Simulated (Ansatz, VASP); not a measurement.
**One calculation of C, two programs**

```
C
1.0
     2.56470    0.00000    0.00000
    -1.28235    2.22110    0.00000
     0.00000    0.00000   11.80770
C
12
Direct
  0.00000 0.00000 0.18686
  0.00000 0.00000 0.68686
  0.00000 0.00000 0.31314
  0.00000 0.00000 0.81314
  0.33333 0.66667 0.52077
  0.66667 0.33333 0.02077
  0.33333 0.66667 0.97923
  0.66667 0.33333 0.47923
  0.33333 0.66667 0.64510
  0.66667 0.33333 0.14510
  0.33333 0.66667 0.85490
  0.66667 0.33333 0.35490
```

Alike in both runs: task single point; functional PBE; k mesh 12 × 12 × 2; occupations gaussian, width 0.05 eV; no spin polarisation.

|  | VASP | Ansatz |
| --- | --- | --- |
| version | VASP 6.6.1 | Ansatz 0.2.0 |
| potentials or method | VASP PAW PBE potentials, release 64 (C), cutoff 520 eV | scalar-relativistic, plane waves, PAW |
| valence electrons in the cell | 48 | 48 |

|  | VASP | Ansatz | Ansatz less VASP |
| --- | --- | --- | --- |
| gap on the k mesh at the Fermi level (eV) | 3.68 | 3.69 | +0.011 |
| least direct gap on the mesh (eV) | 4.61 | 4.62 | +0.007 |
| pressure (GPa) | 11.1 | 10.4 | -0.69 |
| traceless stress, the component that is largest in VASP (GPa) | 59.16 | 58.81 | -0.345 |
| rms of the force components (eV/Å) | 0.308 | 0.296 | -0.0126 |

Atom by atom the forces differ by 0.013 eV/Å (rms over components).
